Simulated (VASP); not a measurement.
Runs of VASP 6.6.1 on In. The structure is that of space group Cmmm (No. 65), or close to it. The cells are those of the table. 

| task | cell | k mesh | cutoff (eV) | gap on the mesh (eV) | pressure (GPa) | relaxed volume (Å³/atom) |
| --- | --- | --- | --- | --- | --- | --- |
| relaxation of cell and atoms | relaxed from a = 3.322, b = 3.322, c = 3.039 Å, angles 90.0, 90.0, 123.2°, 1 atom | 6 × 6 × 6 | 600 | none | 0.0 | 28.36 |
| single point | a = 2.991, b = 2.991, c = 4.118 Å, angles 90.0, 90.0, 123.7°, 1 atom | 8 × 8 × 4 | 520 | none | (a) | - |
| relaxation of cell and atoms | relaxed from a = 2.991, b = 2.991, c = 4.118 Å, angles 90.0, 90.0, 123.7°, 1 atom | 8 × 8 × 4 | 600 | none | 0.0 | 28.28 |
| single point | a = 3.322, b = 3.322, c = 3.039 Å, angles 90.0, 90.0, 123.2°, 1 atom | 8 × 8 × 4 | 520 | none | 0.2 | - |

Alike in all rows: level PBE; potentials or basis VASP PAW PBE potentials, release 64 (In_d); no spin polarisation; smearing gaussian 0.1 eV.

Fill in the values left out.

(a) 6.6.

Caveats: all runs use coarse meshes; spin-orbit coupling is left out, which moves the levels of the heavy elements.

A k mesh can miss the band edges, and the runs leave out spin-orbit coupling on In.

A gap of «none» marks levels without a gap at the run's occupations.
